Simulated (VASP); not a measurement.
Ta, 1 atom in the cell. The structure is cubic, space group Im-3m (No. 229). Conventional cell: a = 3.258 Å, b = 3.258 Å, c = 3.258 Å, α = 90.00°, β = 90.00°, γ = 90.00°. Within 3.7 Å of Ta (site symmetry m-3m) lie 14 Ta at 2.82 to 3.26 Å. 

* Program: VASP 6.6.1
* Task: single point
* Functional: PBE0
* Potentials or basis: VASP PAW PBE potentials, release 64 (Ta_pv)
* Cutoff: 520 eV
* k mesh: 6 × 6 × 6
* Occupations: fermi-dirac, width 0.05 eV
* Spin: no spin polarisation
* Dipole correction: no
* Grid for exact exchange (PRECFOCK): Normal
* Further INCAR settings: ALGO = Normal; EDIFF = 1e-07; NBANDS = 12

Potentials or basis: VASP PAW PBE potentials, release 64 (Ta_pv).

Launch:

```bash
$ cat potpaw_PBE.64/Ta_pv/POTCAR > POTCAR
$ cp INCAR.step1 INCAR
$ mpirun -np 1 vasp_std > vasp.out
$ cp INCAR.step2 INCAR
$ mpirun -np 1 vasp_std > vasp.out
```

Hardware: 1 thread of Intel(R) Xeon(R) Platinum 8259CL CPU @ 2.50GHz (Skylake/Cascade Lake) (shared host).

**Question.** How long does it take, and how much memory?

**Answer.** Run time: 11 min on 1 thread of Intel(R) Xeon(R) Platinum 8259CL CPU @ 2.50GHz (Skylake/Cascade Lake), on a shared host, peak memory 0.14 GiB. Counts: k points 16.
